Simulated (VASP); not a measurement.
Wanted: the native input for a VASP 6.6.1 run.

```
Task                   : single point
Functional             : LDA
Potentials or basis    : VASP PAW LDA potentials, release 64 (Li_sv)
Cutoff                 : 520 eV
k mesh                 : 14 × 14 × 4
Occupations            : fermi-dirac, width 0.1 eV
Spin                   : no spin polarisation
Dipole correction      : no
Further INCAR settings : ALGO = Normal; EDIFF = 1e-06; NBANDS = 14
```

The structure of Li lies in POSCAR:

```
Li
1.0
    2.9149423845      0.0000000000      0.0000000000
   -1.4574711923      2.5244141555      0.0000000000
    0.0000000000      0.0000000000      9.4928031399
Li
4
Direct
    1.0000000000      1.0000000000      0.0000000000
    1.0000000000      1.0000000000      0.5000000000
    0.3333333333      0.6666666667      0.2500000000
    0.6666666667      0.3333333333      0.7500000000
```

This cell differs from its parent crystal: volume scaled by 0.92.

These files were run (other wordings do the same):

INCAR

```
SYSTEM = Li
PREC = Accurate ; ENCUT = 520
EDIFF = 1E-6 ; ISMEAR = -1
SIGMA = 0.1 ; LREAL = .False.
LASPH = .True. ; NELM = 100
ALGO = Normal ; ISIF = 2
LWAVE = .False. ; LCHARG = .False.
NBANDS = 14
```

KPOINTS

```
Automatic mesh
0
Gamma
  14 14 4
  0 0 0
```

Potentials or basis: VASP PAW LDA potentials, release 64 (Li_sv).

The run is started by

```bash
$ cat potpaw_LDA.64/Li_sv/POTCAR > POTCAR
$ mpirun -np 1 vasp_std > vasp.out
```

Results of the run:

| Item | Value |
| --- | --- |
| Band gap on the k mesh | zero (band 6 reaches 2.70 eV, above the bottom of band 7 at -1.47 eV) |

It took 47 s on 1 thread of Intel(R) Xeon(R) Platinum 8375C CPU @ 2.90GHz (Ice Lake), on a shared host, peak memory 0.18 GiB.
